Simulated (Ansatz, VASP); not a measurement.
## Two plane-wave programs on SiC

```
CELL_PARAMETERS angstrom
0.00000 2.18986 2.26650
2.11321 0.00000 2.26650
2.11321 2.18986 0.00000
ATOMIC_POSITIONS crystal
Si 0.00000 0.00000 0.00000
C 0.75000 0.75000 0.75000
```

Change from the starting cell: strain +e along x and -e along y -0.0350, strain +e along z and -e/2 along x and y +0.0000.

Alike in both runs: task single point; functional PBE; k mesh 10 × 10 × 10; occupations gaussian, width 0.05 eV; no spin polarisation.

|  | VASP | Ansatz |
| --- | --- | --- |
| version | VASP 6.6.1 | Ansatz 0.2.0 |
| potentials or method | VASP PAW PBE potentials, release 64 (Si, C), cutoff 600 eV | scalar-relativistic, plane waves, PAW |
| valence electrons in the cell | 8 | 8 |

|  | VASP | Ansatz | Ansatz less VASP |
| --- | --- | --- | --- |
| gap on the k mesh at the Fermi level (eV) | 0.84 | 0.85 | +0.002 |
| least direct gap on the mesh (eV) | 4.46 | 4.46 | +0.003 |
| pressure (GPa) | -0.2 | 0.0 | +0.18 |
| traceless stress, the component that is largest in VASP (GPa) | -9.60 | -9.58 | +0.025 |

With one functional, cell and mesh, what is left measures potentials, basis and numerics.
